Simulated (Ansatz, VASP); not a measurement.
**One calculation of Zr, two programs**

The input INCAR:

```
AGGAC = 1.0
AGGAX = 1.0
ALDAC = 0.0
ALDAX = 1.0
ALGO = Normal
EDIFF = 1E-7
ENCUT = 520
GGA = B5
ISIF = 2
ISMEAR = -1
LASPH = True
LCHARG = False
LREAL = False
LWAVE = False
NBANDS = 12
NELM = 80
PREC = Accurate
SIGMA = 0.1
```

Contents of KPOINTS:

```
k-points
0
Gamma
  13 13 13
```

POSCAR

```
Zr
1.0
    0.0000000000      2.1945134628      2.1945134628
    2.1945134628      0.0000000000      2.1945134628
    2.1945134628      2.1945134628      0.0000000000
Zr
1
Direct
    0.0000000000      0.0000000000      0.0000000000
```

Input for Ansatz:

```yaml
crystal:
  lattice:
    - [0.0, 2.1945134628, 2.1945134628]
    - [2.1945134628, 0.0, 2.1945134628]
    - [2.1945134628, 2.1945134628, 0.0]
  atoms:
    - { symbol: Zr, position: [0.0, 0.0, 0.0] }
hamiltonian:
  xc: blyp
  pseudopotentials:
    kind: paw
    azcp:
      Zr: "pseudopotentials/Zr.paw.azcp"
basis:
  ecutwfc: 420
  fft_grid_basis: typed
kpoints:
  mp_grid: { grid: [13, 13, 13], shift: [0, 0, 0] }
magnetization:
  spin_polarized: false
scf:
  occupations: { method: fermi_dirac, width: 0.1 }
  lower_state_search: "off"
output:
  stress: true
```

Alike in both runs: task single point; functional BLYP; k mesh 13 × 13 × 13; occupations fermi-dirac, width 0.1 eV; no spin polarisation.

|  | VASP | Ansatz |
| --- | --- | --- |
| version | VASP 6.6.1 | Ansatz 0.2.0 |
| potentials or method | VASP PAW PBE potentials, release 64 (Zr_sv), cutoff 520 eV | plane waves (420 eV) with PAW, scalar-relativistic |
| valence electrons in the cell | 12 | 12 |

VASP gave:

```
pressure (GPa) : 13.7
```

Question: Estimate Ansatz's values.

Answer: Pressure (GPa): 13.6.

VASP's potentials were made for PBE, not for BLYP.
